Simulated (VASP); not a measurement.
V:

```
V
1.0
     2.60429    0.00000    0.00000
    -1.30215    2.25538    0.00000
     0.00000    0.00000    4.72334
V
2
Direct
  0.33333 0.66667 0.25000
  0.66667 0.33333 0.75000
```

This isn't the form of V at room conditions, which is bcc.

```yaml
Program: VASP 6.6.1
Task: relaxation of cell and atoms
Functional: PBE
Dispersion: D3(BJ)
Potentials_or_basis: VASP PAW PBE potentials, release 64 (V_sv)
Cutoff: 600 eV
k_mesh: 12 × 12 × 6
Occupations: fermi-dirac, width 0.05 eV
Spin: collinear spin, ferromagnetic start
Starting_moments: "[2.0, 2.0] μB"
```

At the start: pressure -8.3 GPa; volume 13.87 Å³/atom.

Q: How do energy, volume and symmetry change on relaxing?

A: Over 6 steps the energy falls by 17.7 meV/atom and the volume is 13.21 Å³/atom (-4.7 %); space group P6_3/mmc (No. 194, to 0.1 Å) before and after; moment 0.00 μB per cell.

The path:
```csv
step,energy change (eV),largest force (eV/Å),pressure (GPa),volume (Å³)
1,0.0000,0.0000,-8.27,27.74
2,0.0177,0.0000,12.13,24.97
3,-0.0352,0.0000,-0.04,26.45
4,-0.0352,0.0000,0.11,26.43
5,-0.0354,0.0000,0.09,26.43
6,-0.0354,0.0000,0.08,26.43
```

Final structure:
```yaml
crystal:
  lattice:
    - [2.56709, 0.00000, 0.00000]
    - [-1.28355, 2.22317, 0.00000]
    - [0.00000, 0.00000, 4.63074]
  atoms:
    - { symbol: V, position: [0.33333, 0.66667, 0.25000] }
    - { symbol: V, position: [0.66667, 0.33333, 0.75000] }
```

Caveat: the moments typed at the start vanished in this run.
